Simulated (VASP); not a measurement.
# CdS in VASP: further runs

Runs on CdS. Level: PBE. Tasks: single point.

Everything below comes from runs of VASP 6.6.1. Logs are shortened: lines on timing, memory, paths and dates and some standing lists are left out, and cuts for length are marked.

### 1 The cell of the first run

The cell holds a wire or tube with vacuum around it, 2 atoms: a = 11.100 Å, b = 9.300 Å, c = 2.448 Å, α = 90.00°, β = 90.00°, γ = 90.00°.

### 2 Single point, PBE, collinear spin

Contents of INCAR:

```
SYSTEM = CdS
PREC = Accurate ; ENCUT = 520
EDIFF = 1E-7 ; ISMEAR = 0
SIGMA = 0.05 ; LREAL = .False.
LASPH = .True. ; NELM = 150
ALGO = Normal ; ISIF = 2
LWAVE = .False. ; LCHARG = .False.
ISPIN = 2 ; MAGMOM = 0.5 0.5
LORBIT = 11 ; GGA = PE
NBANDS = 20
```

Contents of KPOINTS:

```
Automatic mesh
0
Gamma
  1 1 26
  0 0 0
```

Contents of POSCAR:

```
CdS
1.0
   11.1000000000      0.0000000000      0.0000000000
    0.0000000000      9.3000000000      0.0000000000
    0.0000000000      0.0000000000      2.4481701398
Cd S
1 1
Direct
    0.4063677917      0.5000000000      0.0000000000
    0.5936322083      0.5000000000      0.5000000000
```

Potentials or basis: VASP PAW PBE potentials, release 64 (Cd, S).

Run with:

```bash
$ cat potpaw_PBE.64/Cd/POTCAR potpaw_PBE.64/S/POTCAR > POTCAR
$ mpirun -np 1 vasp_std > vasp.out
```

OUTCAR:

```text
SYSTEM = CdS
   PREC = Accurate
   ENCUT = 520
   EDIFF = 1E-7
   ISMEAR = 0
   LREAL = .False.
   LASPH = .True.
   NELM = 150
   ISIF = 2
   ISPIN = 2
   LORBIT = 11
   GGA = PE

 ion  position               nearest neighbor table
   1  0.406  0.500  0.000-   2 2.41   2 2.41
   2  0.594  0.500  0.500-   1 2.41   1 2.41

  LATTYP: Found a simple orthorhombic cell.
 ALAT       =     2.4481701398
 B/A-ratio  =     3.7987555884
 C/A-ratio  =     4.5339986055

  Lattice vectors:

 A1 = (   0.0000000000,   0.0000000000,  -2.4481701398)
 A2 = (   0.0000000000,   9.3000000000,   0.0000000000)
 A3 = (  11.1000000000,   0.0000000000,   0.0000000000)

Analysis of symmetry for initial positions (statically):
=====================================================================
 Subroutine PRICEL returns:
 Original cell was already a primitive cell.

 Routine SETGRP: Setting up the symmetry group for a
 simple orthorhombic supercell.

 Subroutine GETGRP returns: Found  4 space group operations
 (whereof  4 operations were pure point group operations)
 out of a pool of  8 trial point group operations.

The static configuration has the point symmetry C_2v.

Analysis of symmetry for dynamics (positions and initial velocities):
=====================================================================
 Subroutine PRICEL returns:
 Original cell was already a primitive cell.

 Routine SETGRP: Setting up the symmetry group for a
 simple orthorhombic supercell.

 Subroutine GETGRP returns: Found  4 space group operations
 (whereof  4 operations were pure point group operations)
 out of a pool of  8 trial point group operations.

The dynamic configuration has the point symmetry C_2v.

Analysis of structural, dynamic, and magnetic symmetry:
=====================================================================
 Subroutine PRICEL returns:
 Original cell was already a primitive cell.

 Routine SETGRP: Setting up the symmetry group for a
 simple orthorhombic supercell.

 Subroutine GETGRP returns: Found  4 space group operations
 (whereof  4 operations were pure point group operations)
 out of a pool of  8 trial point group operations.

The overall configuration has the point symmetry C_2v.

 Subroutine INISYM returns: Found  4 space group operations
 (whereof  4 operations are pure point group operations),
 and found     1 'primitive' translations

----------------------------------------------------------------------------------------

                                     Primitive cell

  volume of cell :     252.7246

  direct lattice vectors                    reciprocal lattice vectors
    11.100000000  0.000000000  0.000000000     0.090090090  0.000000000  0.000000000
     0.000000000  9.300000000  0.000000000     0.000000000  0.107526882  0.000000000
     0.000000000  0.000000000  2.448170140     0.000000000  0.000000000  0.408468343

  length of vectors
    11.100000000  9.300000000  2.448170140     0.090090090  0.107526882  0.408468343

  position of ions in fractional coordinates (direct lattice)
     0.406367792  0.500000000  0.000000000
     0.593632208  0.500000000  0.500000000

  ion indices of the primitive-cell ions
   primitive index   ion index
                 1           1
                 2           2

----------------------------------------------------------------------------------------

 KPOINTS: Automatic mesh

Automatic generation of k-mesh.
 Grid dimensions read from file:
 generate k-points for:    1    1   26

 Generating k-lattice:

  Cartesian coordinates                     Fractional coordinates (reciprocal lattice)
     0.090090090  0.000000000  0.000000000     1.000000000  0.000000000  0.000000000
     0.000000000  0.107526882  0.000000000     0.000000000  1.000000000  0.000000000
     0.000000000  0.000000000  0.015710321     0.000000000  0.000000000  0.038461538

  Length of vectors
     0.090090090  0.107526882  0.015710321

  Shift w.r.t. Gamma in fractional coordinates (k-lattice)
     0.000000000  0.000000000  0.000000000

 Subroutine IBZKPT returns following result:
 ===========================================

 Found     14 irreducible k-points:

 Following reciprocal coordinates:
            Coordinates               Weight
  0.000000  0.000000  0.000000      1.000000
  0.000000  0.000000  0.038462      2.000000
  0.000000  0.000000  0.076923      2.000000
  0.000000  0.000000  0.115385      2.000000
  0.000000  0.000000  0.153846      2.000000
  0.000000  0.000000  0.192308      2.000000
  0.000000  0.000000  0.230769      2.000000
  0.000000  0.000000  0.269231      2.000000
  0.000000  0.000000  0.307692      2.000000
  0.000000  0.000000  0.346154      2.000000
  0.000000  0.000000  0.384615      2.000000
  0.000000  0.000000  0.423077      2.000000
  0.000000  0.000000  0.461538      2.000000
  0.000000  0.000000  0.500000      1.000000
   k-points           NKPTS =     14   k-points in BZ     NKDIM =     14   number of bands    NBANDS=     20
   number of dos      NEDOS =    301   number of ions     NIONS =      2
   total plane-waves  NPLWV = 105840
   dimension x,y,z NGX =    84 NGY =   70 NGZ =   18
   dimension x,y,z NGXF=   168 NGYF=  140 NGZF=   36
   ions per type =               1   1
   NGX,Y,Z   is equivalent  to a cutoff of  12.58, 12.51, 12.22 a.u.
   NGXF,Y,Z  is equivalent  to a cutoff of  25.16, 25.03, 24.45 a.u.
 SYSTEM =  CdS
   PREC   = accura    normal or accurate (medium, high low for compatibility)
   ISTART =      0    job   : 0-new  1-cont  2-samecut
   ICHARG =      2    charge: 1-file 2-atom 10-const
   ISPIN  =      2    spin polarized calculation?
   LNONCOLLINEAR =      F non collinear calculations
   LSORBIT =      F    spin-orbit coupling
   LASPH  =      T    aspherical Exc in radial PAW
   ENCUT  =  520.0 eV  38.22 Ry    6.18 a.u.  20.64 17.29  4.55*2*pi/ulx,y,z
   NELM   =    150;   NELMIN=  2; NELMDL= -5     # of ELM steps
   EDIFF  = 0.1E-06   stopping-criterion for ELM
   LREAL  =      F    real-space projection
   EDIFFG = 0.1E-05   stopping-criterion for IOM
   NSW    =      0    number of steps for IOM
   IBRION =     -1    ionic relax: 0-MD 1-quasi-New 2-CG
   NFREE  =      0    steps in history (QN), initial steepest desc. (CG)
   ISIF   =      2    stress and relaxation
   ISYM   =      2    0-nonsym 1-usesym 2-fastsym
   POTIM  = 0.5000    time-step for ionic-motion
   TEBEG  =    0.0;   TEEND  =   0.0 temperature during run
   PSTRESS=    0.0 pullay stress
   NELECT =      18.0000    total number of electrons
   NUPDOWN=      -1.0000    fix difference up-down
   EMIN   =  10.00;   EMAX   =-10.00  energy-range for DOS
   EFERMI =   0.00;   METHOD = LEGACY
   ISMEAR =     0;   SIGMA  =   0.05  broadening in eV -4-tet -1-fermi 0-gaus
   EFERMI_NEDOS =   21; number of points for ismear=-14 and -15
   IALGO  =     38    algorithm
   IMIX   =      4    mixing-type and parameters
     AMIX     =   0.40;   BMIX     =  1.00
     AMIX_MAG =   1.60;   BMIX_MAG =  1.00
  volume/ion in A,a.u.               =     126.36       852.73
  Fermi-wavevector in a.u.,A,eV,Ry     =   0.678604  1.282376  6.265531  0.460504
  Thomas-Fermi vector in A             =   1.756557
   LORBIT       =     11    0 simple, 1 ext, 2 COOP (PROOUT), +10 PAW based schemes
   GGA     = PE    functional components
   LHFCALC =     F    Hartree Fock is set to
   AEXX    =    0.0000 exact exchange contribution
   IVDW    =     0    specifies the selected vdW correction
   LEPSILON=     F    determine dielectric tensor
   LRPA    =     F    only Hartree local field effects (RPA)
 spin polarized calculation
 Gauss-broadening in eV      SIGMA  =   0.05
  energy-cutoff  :      520.00
  volume of cell :      252.72
 maximum number of plane-waves:      6855
 NGX is ok and might be reduce to    84
   NGX = 41   NGY = 35   NGZ =  9

 number of electron      17.9999997 magnetization       0.1323881

 Free energy of the ion-electron system (eV)
  ---------------------------------------------------
  ext. energy  EPLUGINS =         0.00000000
  ---------------------------------------------------
  free energy    TOTEN  =        -3.25627990 eV

  energy without entropy =       -3.25381628  energy(sigma->0) =       -3.25504809

 E-fermi :  -3.5669     XC(G=0):  -2.7817

 val. band max:       -3.6052875979   @ k =   0.0000   0.0000   0.2308
 cond. band min:      -3.5606093345   @ k =   0.0000   0.0000   0.2308
 fundamental gap:      0.0446782634
 Fermi energy:        -3.5669461730

 spin component 1

 k-point     1 :       0.0000    0.0000    0.0000
  band No.  band energies     occupation
      1     -18.1869      1.00000
      2     -14.5575      1.00000
      3     -12.5002      1.00000
      4     -12.3293      1.00000
      5     -11.5808      1.00000
      6     -11.4946      1.00000
[... 12 lines left out ...]
     19       4.1020      0.00000
     20       4.1791      0.00000
[... 277 lines left out ...]
 k-point    14 :       0.0000    0.0000    0.5000
  band No.  band energies     occupation
      1     -15.3073      1.00000
      2     -13.3748      1.00000
      3     -12.6400      1.00000
      4     -12.1477      1.00000
      5     -12.0798      1.00000
      6     -11.3413      1.00000
[... 12 lines left out ...]
     19       7.5103      0.00000
     20       7.5823      0.00000
 Fermi energy:        -3.5669461730

 spin component 2

 k-point     1 :       0.0000    0.0000    0.0000
  band No.  band energies     occupation
      1     -18.1086      1.00000
      2     -14.5537      1.00000
      3     -12.4931      1.00000
      4     -12.3197      1.00000
      5     -11.5754      1.00000
      6     -11.4911      1.00000
[... 12 lines left out ...]
     19       4.1312      0.00000
     20       4.1883      0.00000
[... 277 lines left out ...]
 k-point    14 :       0.0000    0.0000    0.5000
  band No.  band energies     occupation
      1     -15.2409      1.00000
      2     -13.3699      1.00000
      3     -12.6333      1.00000
      4     -12.0804      1.00000
      5     -12.0766      1.00000
      6     -11.3379      1.00000
[... 12 lines left out ...]
     19       7.5220      0.00000
     20       7.5981      0.00000

------------------------ aborting loop because EDIFF is reached ----------------------------------------

  FORCE on cell =-STRESS in cart. coord.  units (eV):
  Direction    XX          YY          ZZ          XY          YZ          ZX
  --------------------------------------------------------------------------------------
  -------------------------------------------------------------------------------------
  Total        4.9266805     -0.0019169      8.5718144      0.0000000      0.0000000      0.0000000
  in kB       31.2332700     -0.0121525     54.3420248      0.0000000      0.0000000      0.0000000
  external PRESSURE =      28.5210474 kB  Pullay stress =       0.0000000 kB

 VOLUME and BASIS-vectors are now :
 -----------------------------------------------------------------------------
  energy-cutoff  :      520.00
  volume of cell :      252.72
      direct lattice vectors                 reciprocal lattice vectors
    11.100000000  0.000000000  0.000000000     0.090090090  0.000000000  0.000000000
     0.000000000  9.300000000  0.000000000     0.000000000  0.107526882  0.000000000
     0.000000000  0.000000000  2.448170140     0.000000000  0.000000000  0.408468343

 POSITION                                       TOTAL-FORCE (eV/Angst)
 -----------------------------------------------------------------------------------
      4.51068      4.65000      0.00000        -2.386790      0.000000      0.000000
      6.58932      4.65000      1.22409         2.386790      0.000000      0.000000
 -----------------------------------------------------------------------------------
    total drift:                                0.000129      0.000000      0.000001

  FREE ENERGIE OF THE ION-ELECTRON SYSTEM (eV)
  ---------------------------------------------------
  free  energy   TOTEN  =        -3.2562798951 eV

  energy  without entropy=       -3.2538162770  energy(sigma->0) =       -3.25504809

 total charge

# of ion       s       p       d       tot
------------------------------------------
    1        0.600   0.383   9.530  10.513
    2        1.396   2.239   0.000   3.636
--------------------------------------------------
tot          1.996   2.623   9.530  14.149

 magnetization (x)

# of ion       s       p       d       tot
------------------------------------------
    1        0.004   0.001   0.002   0.007
    2        0.002   0.072   0.000   0.074
--------------------------------------------------
tot          0.006   0.073   0.002   0.081
```

Wall time 2.2 min (1 thread of Intel Xeon 6975P-C (Granite Rapids), shared host); peak memory 0.42 GiB.

What came out:

```yaml
Free_energy: -3.2563 eV
Largest_force: 2.387 eV/Å
Net_moment: 0.13 μB per cell
Site_moments: Cd +0.01; S +0.07 μB
Valence_electrons_inside_the_program's_atomic_spheres: Cd 10.51; S 3.64
```

Forces in eV/Å, atoms in the order of the input:
```
Cd  -2.387  0.000  0.000
S    2.387  0.000  0.000
```

(Continued in part 2 of 2.)
